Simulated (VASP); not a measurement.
Runs of VASP 6.6.1 on As. The structure is that of space group Pm-3m (No. 221), or close to it. The cells are those of the table. 

```csv
cell,k mesh,gap on the mesh (eV),pressure (GPa)
"a = 2.734 Å, 1 atom",19 × 19 × 19,none,0.0
"a = 2.840 Å, 1 atom",13 × 13 × 13,none,-7.2
"a = 2.697 Å, 1 atom",13 × 13 × 13,none,3.4
"a = 2.659 Å, 1 atom",13 × 13 × 13,none,7.9
"a = 2.734 Å, 1 atom",13 × 13 × 13,none,(a)
"a = 2.770 Å, 1 atom",13 × 13 × 13,none,-3.0
"a = 2.805 Å, 1 atom",13 × 13 × 13,none,(b)
"a = 2.620 Å, 1 atom",13 × 13 × 13,none,13.5
```

Alike in all rows: task single point; level PBE; potentials or basis VASP PAW PBE potentials, release 64 (As); no spin polarisation; cutoff (eV) 520; smearing fermi-dirac 0.1 eV.

Question: Estimate the missing entries.

Answer: (a) -0.2; (b) -5.3.

A k mesh can miss the band edges, and the runs leave out spin-orbit coupling on As.

A gap of «none» marks levels without a gap at the run's occupations.
